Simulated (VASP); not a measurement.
SrCd3:

```
Sr Cd
1.0
     0.00000    3.71876    3.71876
     3.71876    0.00000    3.71876
     3.71876    3.71876    0.00000
Sr Cd
1 3
Direct
  0.00000 0.00000 0.00000
  0.25000 0.25000 0.25000
  0.75000 0.75000 0.75000
  0.50000 0.50000 0.50000
```

* Program: VASP 6.6.1
* Task: relaxation of cell and atoms
* Functional: PBEsol
* Potentials or basis: VASP PAW PBE potentials, release 64 (Sr_sv, Cd)
* Cutoff: 600 eV
* k mesh: 6 × 6 × 6
* Occupations: methfessel-paxton, width 0.02 eV
* Spin: no spin polarisation

At the start: pressure -1.9 GPa; volume 25.71 Å³/atom.

Q: Where does the relaxation end?

A: Over 3 steps the energy falls by 7.6 meV/atom and the volume is 24.51 Å³/atom (-4.7 %); space group Fm-3m (No. 225, to 0.1 Å) before and after.

Step by step:
```csv
step,energy change (eV),largest force (eV/Å),pressure (GPa),volume (Å³)
1,0.0000,0.0000,-1.92,102.85
2,-0.0302,0.0000,-0.13,98.33
3,-0.0303,0.0000,-0.02,98.04
```

Final structure:
```
Sr Cd
1.0
     0.00000    3.65976    3.65976
     3.65976    0.00000    3.65976
     3.65976    3.65976    0.00000
Sr Cd
1 3
Direct
  0.00000 0.00000 0.00000
  0.25000 0.25000 0.25000
  0.75000 0.75000 0.75000
  0.50000 0.50000 0.50000
```

Caveat: the PAW data sets were made with another functional, which shifts forces and pressure a little.
